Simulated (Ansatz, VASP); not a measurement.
One calculation of Rb, two programs

```xyz
1
Lattice="-2.5419 2.5419 2.5419 2.5419 -2.5419 2.5419 2.5419 2.5419 -2.5419" Properties=species:S:1:pos:R:3 pbc="T T T"
Rb    0.0000    0.0000    0.0000
```

Alike in both runs: task single point; functional LDA; k mesh 14 × 14 × 14; occupations gaussian, width 0.15 eV; no spin polarisation.

|  | VASP | Ansatz |
| --- | --- | --- |
| version | VASP 6.6.1 | Ansatz 0.2.0 |
| potentials or method | VASP PAW LDA potentials, release 64 (Rb_sv), cutoff 520 eV | scalar-relativistic, plane waves, PAW |
| valence electrons in the cell | 9 | 9 |

|  | VASP | Ansatz | Ansatz less VASP |
| --- | --- | --- | --- |
| gap on the k mesh at the Fermi level (eV) | none | none | - |
| pressure (GPa) | 0.8 | 0.8 | 0.00 |

LDA's correlation is that of Perdew and Zunger in VASP and of Perdew and Wang (1992) in Ansatz. A gap of «none» marks a metal or a gap that the smearing closes.
